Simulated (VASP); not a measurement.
BaAg2As2, 5 atoms in the cell. It takes space group I4/mmm (No. 139, tetragonal). Conventional cell: a = 4.603 Å, b = 4.603 Å, c = 10.867 Å, α = 90.00°, β = 90.00°, γ = 90.00°. Ba (site symmetry 4/mmm) has 10 As at 3.49 to 4.18 Å and 8 Ag at 3.56 Å and 4 Ba at 4.60 Å within 4.7 Å. Within 3.6 Å of Ag (site symmetry -4m2) lie 4 As at 2.72 Å and 4 Ag at 3.25 Å and 4 Ba at 3.56 Å. Within 3.3 Å of As (site symmetry 4mm) lie 1 As at 2.52 Å and 4 Ag at 2.72 Å. 

```yaml
Program: VASP 6.6.1
Task: single point
Functional: r2SCAN
Dispersion: rVV10
Potentials_or_basis: VASP PAW PBE potentials, release 64 (Ba_sv, Ag, As)
Cutoff: 520 eV
k_mesh: 6 × 6 × 6
Occupations: gaussian, width 0.1 eV
Spin: no spin polarisation
Dipole_correction: no
Further_INCAR_settings: ALGO = Normal; EDIFF = 1e-07; NBANDS = 29
```

Potentials or basis: VASP PAW PBE potentials, release 64 (Ba_sv, Ag, As).

The run is started by

```sh
$ cat potpaw_PBE.64/Ba_sv/POTCAR potpaw_PBE.64/Ag/POTCAR potpaw_PBE.64/As/POTCAR > POTCAR
$ cp INCAR.step1 INCAR
$ mpirun -np 1 vasp_std > vasp.out
$ cp INCAR.step2 INCAR
$ mpirun -np 1 vasp_std > vasp.out
```

Hardware: 1 thread of AMD EPYC 9R45 (Zen 5), on a shared host.

How long does it take, and how much memory?

It took 9.1 min on 1 thread of AMD EPYC 9R45 (Zen 5) (shared host), peak memory 0.77 GiB. Counts: k points 30.
